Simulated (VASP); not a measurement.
# Pb (P4_2/mbc) in VASP: single point with PBE

Aim: the single point of Pb with PBE.

Everything below comes from runs of VASP 6.6.1. Logs are shortened: lines on timing, memory, paths and dates and some standing lists are left out, and cuts for length are marked.

## Step 1: The cell of the first run

Symmetry: P4_2/mbc, No. 135, tetragonal system. The conventional cell has a = 7.273 Å, b = 7.273 Å, c = 7.691 Å, α = 90.00°, β = 90.00°, γ = 90.00°. Within 4.3 Å of Pb (site symmetry m) lie 11 Pb at 3.25 to 4.28 Å. Pb (site symmetry 222) has 10 Pb at 3.34 to 3.85 Å within 4.4 Å.

## Step 2: Single point, PBE

The input, INCAR:

```
PREC = Accurate ; ENCUT = 520
EDIFF = 1E-6 ; ISMEAR = 0
SIGMA = 0.1 ; LREAL = False
LASPH = True ; NELM = 100
ALGO = Fast ; ISIF = 2
LWAVE = False ; LCHARG = False
GGA = PE ; NBANDS = 96
```

The input, KPOINTS:

```
Automatic mesh
0
Gamma
  4 4 4
```

The input, POSCAR:

```
Pb
1.0
    7.2732670000      0.0000000000      0.0000000000
    0.0000000000      7.2732670000      0.0000000000
    0.0000000000      0.0000000000      7.6910920000
Pb
12
Direct
    0.3411560000      0.3425640000      0.5000000000
    0.1588440000      0.8425640000      0.5000000000
    0.6588440000      0.6574360000      0.5000000000
    0.8411560000      0.1574360000      0.5000000000
    0.6574360000      0.3411560000      0.0000000000
    0.8425640000      0.8411560000      0.0000000000
    0.3425640000      0.6588440000      0.0000000000
    0.1574360000      0.1588440000      0.0000000000
    0.0000000000      0.5000000000      0.7500000000
    0.5000000000      0.0000000000      0.7500000000
    0.0000000000      0.5000000000      0.2500000000
    0.5000000000      0.0000000000      0.2500000000
```

Potentials or basis: VASP PAW PBE potentials, release 64 (Pb_d).

Run with:

```bash
$ cat potpaw_PBE.64/Pb_d/POTCAR > POTCAR
$ mpirun -np 1 vasp_std > vasp.out
```

OUTCAR:

```text
PREC = Accurate
   ENCUT = 520
   EDIFF = 1E-6
   ISMEAR = 0
   LREAL = False
   LASPH = True
   NELM = 100
   ISIF = 2
   GGA = PE

 ion  position               nearest neighbor table
   1  0.341  0.343  0.500-   3 3.25   9 3.34  11 3.34  10 3.35  12 3.35   2 3.87   2 3.87   4 3.88
                             4 3.88
   2  0.159  0.843  0.500-   4 3.25  10 3.34  12 3.34  11 3.35   9 3.35   1 3.87   1 3.87   3 3.88
                             3 3.88
   3  0.659  0.657  0.500-   1 3.25   9 3.34  11 3.34  10 3.35  12 3.35   4 3.87   4 3.87   2 3.88
                             2 3.88
   4  0.841  0.157  0.500-   2 3.25  10 3.34  12 3.34  11 3.35   9 3.35   3 3.87   3 3.87   1 3.88
                             1 3.88
   5  0.657  0.341  0.000-   7 3.25  10 3.34  12 3.34  11 3.35   9 3.35   8 3.87   8 3.87   6 3.88
                             6 3.88
   6  0.843  0.841  0.000-   8 3.25   9 3.34  11 3.34  10 3.35  12 3.35   7 3.87   7 3.87   5 3.88
                             5 3.88
   7  0.343  0.659  0.000-   5 3.25  10 3.34  12 3.34  11 3.35   9 3.35   6 3.87   6 3.87   8 3.88
                             8 3.88
   8  0.157  0.159  0.000-   6 3.25   9 3.34  11 3.34  10 3.35  12 3.35   5 3.87   5 3.87   7 3.88
                             7 3.88
   9  0.000  0.500  0.750-   1 3.34   3 3.34   6 3.34   8 3.34   5 3.35   2 3.35   7 3.35   4 3.35
                            11 3.85  11 3.85
  10  0.500  0.000  0.750-   2 3.34   4 3.34   5 3.34   7 3.34   3 3.35   6 3.35   1 3.35   8 3.35
                            12 3.85  12 3.85
  11  0.000  0.500  0.250-   1 3.34   3 3.34   6 3.34   8 3.34   5 3.35   2 3.35   7 3.35   4 3.35
                             9 3.85   9 3.85
  12  0.500  0.000  0.250-   2 3.34   4 3.34   5 3.34   7 3.34   3 3.35   6 3.35   1 3.35   8 3.35
                            10 3.85  10 3.85

  LATTYP: Found a simple tetragonal cell.
 ALAT       =     7.2732670000
 C/A-ratio  =     1.0574466742

  Lattice vectors:

 A1 = (   7.2732670000,   0.0000000000,   0.0000000000)
 A2 = (   0.0000000000,   7.2732670000,   0.0000000000)
 A3 = (   0.0000000000,   0.0000000000,   7.6910920000)

Analysis of symmetry for initial positions (statically):
=====================================================================
 Subroutine PRICEL returns:
 Original cell was already a primitive cell.

 Routine SETGRP: Setting up the symmetry group for a
 simple tetragonal supercell.

 Subroutine GETGRP returns: Found 16 space group operations
 (whereof  4 operations were pure point group operations)
 out of a pool of 16 trial point group operations.

The static configuration has the point symmetry C_2h.
 The point group associated with its full space group is D_4h.

[... 141 lines left out ...]
   ISMEAR =     0;   SIGMA  =   0.10  broadening in eV -4-tet -1-fermi 0-gaus
   EFERMI_NEDOS =   21; number of points for ismear=-14 and -15
   IALGO  =     68    algorithm
   IMIX   =      4    mixing-type and parameters
     AMIX     =   0.40;   BMIX     =  1.00
     AMIX_MAG =   1.60;   BMIX_MAG =  1.00
  volume/ion in A,a.u.               =      33.91       228.80
  Fermi-wavevector in a.u.,A,eV,Ry     =   1.219071  2.303710 20.220073  1.486133
  Thomas-Fermi vector in A             =   2.354335
   LORBIT       =      0    0 simple, 1 ext, 2 COOP (PROOUT), +10 PAW based schemes
   GGA     = PE    functional components
   LHFCALC =     F    Hartree Fock is set to
   AEXX    =    0.0000 exact exchange contribution
   IVDW    =     0    specifies the selected vdW correction
   LEPSILON=     F    determine dielectric tensor
   LRPA    =     F    only Hartree local field effects (RPA)
 non-spin polarized calculation
 RMM-DIIS sequential band-by-band and
 Gauss-broadening in eV      SIGMA  =   0.10
  energy-cutoff  :      520.00
  volume of cell :      406.86
 maximum number of plane-waves:     10997
   NGX = 27   NGY = 27   NGZ = 29

 number of electron     168.0000052 magnetization

 Free energy of the ion-electron system (eV)
  ---------------------------------------------------
  ext. energy  EPLUGINS =         0.00000000
  ---------------------------------------------------
  free energy    TOTEN  =       -41.31342255 eV

  energy without entropy =      -41.28867854  energy(sigma->0) =      -41.30105054

 E-fermi :   6.0232     XC(G=0):  -9.5950

 val. band max:        5.9544257854   @ k =   0.5000   0.2500   0.5000
 cond. band min:       6.0931388719   @ k =   0.0000   0.0000   0.2500
 fundamental gap:      0.1387130865
 Fermi energy:         6.0232160953

 k-point     1 :       0.0000    0.0000    0.0000
  band No.  band energies     occupation
      1     -11.0978      2.00000
      2     -11.0884      2.00000
      3     -11.0884      2.00000
      4     -11.0759      2.00000
      5     -11.0655      2.00000
      6     -11.0655      2.00000
[... 1771 lines left out ...]
     95       9.7210      0.00000
     96       9.7308      0.00000

------------------------ aborting loop because EDIFF is reached ----------------------------------------

  FORCE on cell =-STRESS in cart. coord.  units (eV):
  Direction    XX          YY          ZZ          XY          YZ          ZX
  --------------------------------------------------------------------------------------
  -------------------------------------------------------------------------------------
  Total        0.8815626      0.8815626     -1.7963187      0.0000000     -0.0000000      0.0000000
  in kB        3.4714959      3.4714959     -7.0737042      0.0000000     -0.0000000      0.0000000
  external PRESSURE =      -0.0435708 kB  Pullay stress =       0.0000000 kB

 VOLUME and BASIS-vectors are now :
 -----------------------------------------------------------------------------
  energy-cutoff  :      520.00
  volume of cell :      406.86
      direct lattice vectors                 reciprocal lattice vectors
     7.273267000  0.000000000  0.000000000     0.137489797  0.000000000  0.000000000
     0.000000000  7.273267000  0.000000000     0.000000000  0.137489797  0.000000000
     0.000000000  0.000000000  7.691092000     0.000000000  0.000000000  0.130020548

 POSITION                                       TOTAL-FORCE (eV/Angst)
 -----------------------------------------------------------------------------------
      2.48132      2.49156      3.84555        -0.027126     -0.046833     -0.000000
      1.15531      6.12819      3.84555         0.027126     -0.046833     -0.000000
      4.79195      4.78171      3.84555         0.027126      0.046833      0.000000
      6.11795      1.14507      3.84555        -0.027126      0.046833      0.000000
      4.78171      2.48132      0.00000         0.046833     -0.027126     -0.000000
      6.12819      6.11795      0.00000        -0.046833     -0.027126     -0.000000
      2.49156      4.79195      0.00000        -0.046833      0.027126     -0.000000
      1.14507      1.15531      0.00000         0.046833      0.027126      0.000000
      0.00000      3.63663      5.76832         0.000000      0.000000     -0.000000
      3.63663      0.00000      5.76832         0.000000      0.000000     -0.000000
      0.00000      3.63663      1.92277         0.000000      0.000000     -0.000000
      3.63663      0.00000      1.92277         0.000000      0.000000     -0.000000
 -----------------------------------------------------------------------------------
    total drift:                               -0.000000      0.000000      0.000000

  FREE ENERGIE OF THE ION-ELECTRON SYSTEM (eV)
  ---------------------------------------------------
  free  energy   TOTEN  =       -41.3134225470 eV

  energy  without entropy=      -41.2886785389  energy(sigma->0) =      -41.30105054
```

OSZICAR:

```text
N       E                     dE             d eps       ncg     rms          rms(c)
DAV:   1     0.229925546039E+04    0.22993E+04   -0.79297E+04  3456   0.207E+03
DAV:   2     0.267851109358E+03   -0.20314E+04   -0.20081E+04  3456   0.597E+02
DAV:   3    -0.207170316349E+02   -0.28857E+03   -0.28223E+03  3800   0.265E+02
DAV:   4    -0.408106057301E+02   -0.20094E+02   -0.19743E+02  4088   0.736E+01
DAV:   5    -0.414625446734E+02   -0.65194E+00   -0.65067E+00  4064   0.122E+01    0.214E+00
RMM:   6    -0.413264404842E+02    0.13610E+00   -0.45853E-01  3766   0.350E+00    0.117E+00
RMM:   7    -0.413054871260E+02    0.20953E-01   -0.41769E-01  4113   0.277E+00    0.381E-01
RMM:   8    -0.413095995436E+02   -0.41124E-02   -0.92334E-02  4002   0.240E+00    0.171E-01
RMM:   9    -0.413120234806E+02   -0.24239E-02   -0.49346E-02  4489   0.120E+00    0.132E-01
RMM:  10    -0.413133253862E+02   -0.13019E-02   -0.21057E-02  4952   0.845E-01    0.669E-02
RMM:  11    -0.413134655371E+02   -0.14015E-03   -0.19591E-03  5435   0.184E-01    0.559E-02
RMM:  12    -0.413134015243E+02    0.64013E-04   -0.47159E-04  3773   0.165E-01    0.250E-02
RMM:  13    -0.413134215194E+02   -0.19995E-04   -0.16288E-04  5043   0.641E-02    0.509E-03
RMM:  14    -0.413134220967E+02   -0.57734E-06   -0.25617E-05  4302   0.192E-02    0.488E-03
RMM:  15    -0.413134225470E+02   -0.45026E-06   -0.49537E-06  2896   0.118E-02
   1 F= -.41313423E+02 E0= -.41301051E+02  d E =-.247440E-01
```

stdout:

```text
POSCAR found type information on POSCAR Pb
 POSCAR found :  1 types and      12 ions
 scaLAPACK will be used
 LDA part: xc-table for (Slater+PW92), standard interpolation
 POSCAR, INCAR and KPOINTS ok, starting setup
 FFT: planning ... GRIDC
 FFT: planning ... GRID_SOFT
 FFT: planning ... GRID
 WAVECAR not read
 entering main loop
```

Run time: 9 min. Hardware: 1 thread of Intel Xeon 6975P-C (Granite Rapids), shared host; peak memory 0.69 GiB.

Results:

```yaml
Free_energy: -41.3134 eV
Pressure: 0.0 GPa
Largest_force: 0.054 eV/Å
Band_gap_on_the_k_mesh: zero (bands 84 and 85 overlap by 1.07 eV)
```

Forces in eV/Å, atoms in the order of the input:
```
Pb  -0.027 -0.047  0.000
Pb   0.027 -0.047  0.000
Pb   0.027  0.047  0.000
Pb  -0.027  0.047  0.000
Pb   0.047 -0.027  0.000
Pb  -0.047 -0.027  0.000
Pb  -0.047  0.027  0.000
Pb   0.047  0.027  0.000
Pb   0.000  0.000  0.000
Pb   0.000  0.000  0.000
Pb   0.000  0.000  0.000
Pb   0.000  0.000  0.000
```

Stress tensor (GPa, compression positive):
```
 0.35  0.00  0.00
 0.00  0.35  0.00
 0.00  0.00 -0.71
```

Caveat: spin-orbit coupling is left out, which moves the levels of the heavy elements.
